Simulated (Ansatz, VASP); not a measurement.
Two plane-wave programs on PCS4

```
CELL_PARAMETERS angstrom
-2.69758 2.69758 3.13965
2.69758 -2.69758 3.13965
2.69758 2.69758 -3.13965
ATOMIC_POSITIONS crystal
P 0.00000 0.00000 0.00000
C 0.50000 0.50000 0.00000
S 0.50000 0.50000 0.50000
S 0.00000 0.00000 0.50000
S 0.50000 0.00000 0.00000
S 0.00000 0.50000 0.00000
```

Alike in both runs: functional PBE; dispersion D3(BJ); k mesh 4 × 4 × 4; occupations gaussian, width 0.1 eV; no spin polarisation.

Ansatz relaxed the structure, and its values are those at the end. VASP's run is a single point on that final structure, the one shown.

```csv
,VASP,Ansatz
version,VASP 6.6.1,Ansatz 0.2.0
potentials or method,"VASP PAW PBE potentials, release 64 (P, C, S), cutoff 520 eV","scalar-relativistic, plane waves, PAW"
valence electrons in the cell,33,33
```

```tsv
	VASP	Ansatz	Ansatz less VASP
gap on the k mesh at the Fermi level (eV)	none	none	-
pressure (GPa)	-0.2	0.0	+0.17
```

A gap of «none» marks a metal or a gap that the smearing closes. Ansatz's warnings: dispersion switch in reach, relaxed geometry near dispersion switch.

The k mesh is coarse, so the values compare programs but aren't converged.
